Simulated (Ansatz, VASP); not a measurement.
## One calculation of Ir, two programs

```xyz
1
Lattice="0.0000 1.9156 1.9156 1.9156 0.0000 1.9156 1.9156 1.9156 0.0000" Properties=species:S:1:pos:R:3 pbc="T T T"
Ir    0.0000    0.0000    0.0000
```

Alike in both runs: task relaxation of cell and atoms; functional PBEsol; dispersion D3(BJ); k mesh 12 × 12 × 12; occupations fermi-dirac, width 0.05 eV; no spin polarisation.

```csv
,VASP,Ansatz
version,VASP 6.6.1,Ansatz 0.2.0
potentials or method,"VASP PAW PBE potentials, release 64 (Ir)",Ansatz PAW
plane-wave cutoff (eV),600,420
valence electrons in the cell,9,17
```

```tsv
	VASP	Ansatz	Ansatz less VASP
gap on the k mesh at the Fermi level, each at its own relaxed structure (eV)	none	none	-
relaxed volume (Å³/atom)	13.78	13.74	-0.043
relaxed cell length with the largest relative difference (Å)	2.691	2.688	-0.0028
```

VASP's potentials were made for PBE, not for PBEsol. A gap of «none» marks a metal or a gap that the smearing closes. VASP's potentials hold 9 valence electrons a cell and Ansatz's 17, so a difference there can come from the potentials and not from the codes.

Spin-orbit coupling is off throughout. Noted on Ansatz's run: the plane-wave basis is chosen anew once the cell has moved, so the energies of steps on either side of that aren't comparable.
